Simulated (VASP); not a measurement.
A run of VASP 6.6.1 is set up as follows.

File POSCAR:

```
Os
1.0
    2.7634025836      0.0000000000      0.0000000000
   -1.3817012918      2.3931768383      0.0000000000
    0.0000000000      0.0000000000      4.3652274951
Os
2
Direct
    0.3333333333      0.6666666667      0.2500000000
    0.6666666667      0.3333333333      0.7500000000
```

INCAR.step1

```
PREC     = Accurate       # precision mode
ENCUT    = 600            # plane-wave cutoff, eV
ISMEAR   = 0              # smearing method
SIGMA    = 0.1            # smearing width, eV
LREAL    = F              # projectors in reciprocal space
LASPH    = T              # aspherical terms in the spheres
NELM     = 100            # most SCF steps
GGA      = PE             # functional
ALGO     = Normal         # electronic algorithm
EDIFF    = 1E-4           # SCF threshold, eV
LWAVE    = T              # write WAVECAR
LCHARG   = F              # write CHGCAR
```

INCAR.step2

```
PREC     = Accurate       # precision mode
ENCUT    = 600            # plane-wave cutoff, eV
EDIFF    = 1E-6           # SCF threshold, eV
ISMEAR   = 0              # smearing method
SIGMA    = 0.1            # smearing width, eV
LREAL    = F              # projectors in reciprocal space
LASPH    = T              # aspherical terms in the spheres
NELM     = 100            # most SCF steps
ALGO     = Normal         # electronic algorithm
ISIF     = 4              # what is computed and relaxed
LWAVE    = F              # write WAVECAR
LCHARG   = F              # write CHGCAR
METAGGA  = R2SCAN         # meta-GGA
LMIXTAU  = T            
IBRION   = 2              # ionic algorithm
NSW      = 50             # ionic steps
EDIFFG   = -0.01          # ionic threshold
ISTART   = 1
```

KPOINTS

```
regular mesh
0
Gamma
  18 18 10
```

Potentials or basis: VASP PAW PBE potentials, release 64 (Os).

Command:

```console
$ cat potpaw_PBE.64/Os/POTCAR > POTCAR
$ cp INCAR.step1 INCAR
$ mpirun -np 1 vasp_std > vasp.out
$ cp INCAR.step2 INCAR
$ mpirun -np 1 vasp_std > vasp.out
```

(1) What does it give for the band gap on the k mesh?

Answers

(1) zero (bands 8 and 9 overlap by 3.88 eV).

Caveat: spin-orbit coupling is left out, which moves the levels of the heavy elements.
